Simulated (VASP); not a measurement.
# BN: electric field gradients with PBE

Crystal: BN.

```
CELL_PARAMETERS angstrom
0.00000 1.80750 1.80750
1.80750 0.00000 1.80750
1.80750 1.80750 0.00000
ATOMIC_POSITIONS crystal
B 0.00000 0.00000 0.00000
N 0.75000 0.75000 0.75000
```

```
Program                : VASP 6.6.1
Task                   : electric field gradients
Functional             : PBE
Potentials or basis    : VASP PAW PBE potentials, release 64 (B, N)
Cutoff                 : 520 eV
k mesh                 : 11 × 11 × 11
Occupations            : fermi-dirac, width 0.02 eV
Spin                   : no spin polarisation
Dipole correction      : no
Further INCAR settings : ALGO = Normal; EDIFF = 1e-08; NBANDS = 11
```

| Item | Value |
| --- | --- |
| Pressure | 3.3 GPa |
| Band gap on the k mesh | 4.56 eV, indirect (least direct gap 8.82 eV) |

Levels at points of the mesh, in eV from the valence-band top:
```tsv
k point	band 1	band 2	band 3	band 4	band 5	band 6	band 7	band 8
(0.00, 0.00, 0.00)	-20.23	0.00	0.00	0.00	8.82	8.82	8.82	10.35
```

Run time: 7.5 s on 1 thread of Intel(R) Xeon(R) Platinum 8259CL CPU @ 2.50GHz (Skylake/Cascade Lake), with other jobs on the host, peak memory 0.12 GiB.

Caveat: without QUAD_EFG the Cq values of the log hold for a quadrupole moment of 1 mb, not for the nuclei. A k mesh can miss the band edges.
